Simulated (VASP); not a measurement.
Ir:

```
CELL_PARAMETERS angstrom
2.75138 0.00000 0.00000
-1.37569 2.38276 0.00000
0.00000 0.00000 4.46229
ATOMIC_POSITIONS crystal
Ir 0.33333 0.66667 0.25000
Ir 0.66667 0.33333 0.75000
```

* Program: VASP 6.6.1
* Task: relaxation of cell and atoms
* Functional: LDA
* Potentials or basis: VASP PAW LDA potentials, release 64 (Ir)
* Cutoff: 600 eV
* k mesh: 11 × 11 × 6
* Occupations: fermi-dirac, width 0.05 eV
* Spin: no spin polarisation

At the start: pressure -15.7 GPa; volume 14.63 Å³/atom.

Q: Where does the relaxation end?

A: Over 5 steps the energy falls by 32.2 meV/atom and the volume is 14.00 Å³/atom (-4.3 %); space group P6_3/mmc (No. 194, to 0.05 Å).

Step by step:
| step | energy change (eV) | largest force (eV/Å) | pressure (GPa) | volume (Å³) |
| --- | --- | --- | --- | --- |
| 1 | 0.0000 | 0.0000 | -15.69 | 29.25 |
| 2 | 1.1502 | 0.0000 | 104.71 | 23.60 |
| 3 | -0.0640 | 0.0000 | -1.33 | 28.09 |
| 4 | -0.0644 | 0.0000 | -0.33 | 28.02 |
| 5 | -0.0644 | 0.0000 | 0.00 | 28.00 |

Final structure:
```cif
data_structure
_symmetry_space_group_name_H-M 'P 1'
_symmetry_Int_Tables_number 1
_cell_length_a 2.7118
_cell_length_b 2.7118
_cell_length_c 4.3958
_cell_angle_alpha 90.000
_cell_angle_beta 90.000
_cell_angle_gamma 120.000
_cell_volume 28.00
loop_
_atom_site_label
_atom_site_type_symbol
_atom_site_fract_x
_atom_site_fract_y
_atom_site_fract_z
_atom_site_occupancy
Ir1 Ir 0.33333 0.66667 0.25000 1
Ir2 Ir 0.66667 0.33333 0.75000 1
```
